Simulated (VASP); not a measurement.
A run of VASP 6.6.1 is set up as follows.

INCAR

```
SYSTEM = Ta
PREC = Accurate
ENCUT = 520
EDIFF = 1E-6
ISMEAR = -1
SIGMA = 0.15
LREAL = .FALSE.
LASPH = .TRUE.
NELM = 60
ALGO = Fast
ISIF = 2
LWAVE = .FALSE.
LCHARG = .FALSE.
GGA = PS
NBANDS = 12
```

The input KPOINTS:

```
Automatic mesh
0
G
  20 20 20
  0 0 0
```

File POSCAR:

```
Ta
1.0
   -1.6418650244      1.6418650244      1.6418650244
    1.6418650244     -1.6418650244      1.6418650244
    1.6418650244      1.6418650244     -1.6418650244
Ta
1
Direct
    0.0000000000      0.0000000000      0.0000000000
```

Potentials or basis: VASP PAW PBE potentials, release 64 (Ta_pv).

Run with:

```bash
$ cat potpaw_PBE.64/Ta_pv/POTCAR > POTCAR
$ mpirun -np 1 vasp_std > vasp.out
```

(1) Predict the pressure.

## Answers

(1) 0.2 GPa.

Caveat: the PAW data sets were made with another functional, which shifts forces and pressure a little.
